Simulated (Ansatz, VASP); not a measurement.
# Two plane-wave programs on Si4Ge

Contents of INCAR:

```
SYSTEM = Si4Ge
PREC = Accurate
ENCUT = 500
EDIFF = 1E-7
ISMEAR = 0
SIGMA = 0.2
LREAL = .FALSE.
LASPH = .TRUE.
NELM = 120
ALGO = Normal
ISIF = 3
LWAVE = .FALSE.
LCHARG = .FALSE.
GGA = PE
IBRION = 2
NSW = 36
EDIFFG = -0.08
GGA_COMPAT = .FALSE.
NELMIN = 4
```

KPOINTS

```
regular mesh
0
G
  4 4 3
  0 0 0
```

Contents of POSCAR:

```
Si4Ge
1.0
    4.4778002000      0.0000000000      0.0000000000
   -2.2389001000      3.8778887300      0.0000000000
    0.0000000000      0.0000000000      5.1149894800
Si Ge
4 1
Direct
    0.5000000000      0.0000000000      0.5000000000
    0.0000000000      0.5000000000      0.5000000000
    0.5000000000      0.5000000000      0.5000000000
    0.0000000000      0.0000000000      0.0000000000
    0.0000000000      0.0000000000      0.5000000000
```

Input for Ansatz:

```yaml
crystal:
  lattice:
    - [4.4778002, 0.0, 0.0]
    - [-2.2389001, 3.87788873, 0.0]
    - [0.0, 0.0, 5.11498948]
  atoms:
    - { symbol: Si, position: [0.5, 0.0, 0.5] }
    - { symbol: Si, position: [0.0, 0.5, 0.5] }
    - { symbol: Si, position: [0.5, 0.5, 0.5] }
    - { symbol: Si, position: [0.0, 0.0, 0.0] }
    - { symbol: Ge, position: [0.0, 0.0, 0.5] }
basis:
  ecutwfc: 420
kpoints:
  mp_grid: { grid: [4, 4, 3] }
hamiltonian:
  xc: pbe
scf:
  occupations: { method: gaussian, width: 0.2 }
  lower_state_search: "off"
output:
  forces: true
  stress: true
  eigenvalues: true
relax:
  adjacent_minimum: "off"
  f_tol: 0.08
  max_steps: 16
  cell: { stress_tol: 0.8 }
```

Alike in both runs: task relaxation of cell and atoms; functional PBE; k mesh 4 × 4 × 3; occupations gaussian, width 0.2 eV; no spin polarisation.

|  | VASP | Ansatz |
| --- | --- | --- |
| version | VASP 6.6.1 | Ansatz 0.2.0 |
| potentials or method | VASP PAW PBE potentials, release 64 (Si, Ge_d), cutoff 500 eV | scalar-relativistic, plane waves, PAW |
| valence electrons in the cell | 30 | 30 |

```csv
,VASP,Ansatz,Ansatz less VASP
"gap on the k mesh at the Fermi level, each at its own relaxed structure (eV)",none,none,-
relaxed volume (Å³/atom),23.77,23.67,-0.097
relaxed cell length with the largest relative difference (Å),5.114,5.072,-0.0425
```

A gap of «none» marks a metal or a gap that the smearing closes.

The k mesh is coarse, so the values compare programs but aren't converged. Noted on VASP's run: the volume moved by over 15 % at a fixed basis, so the end points are rough.
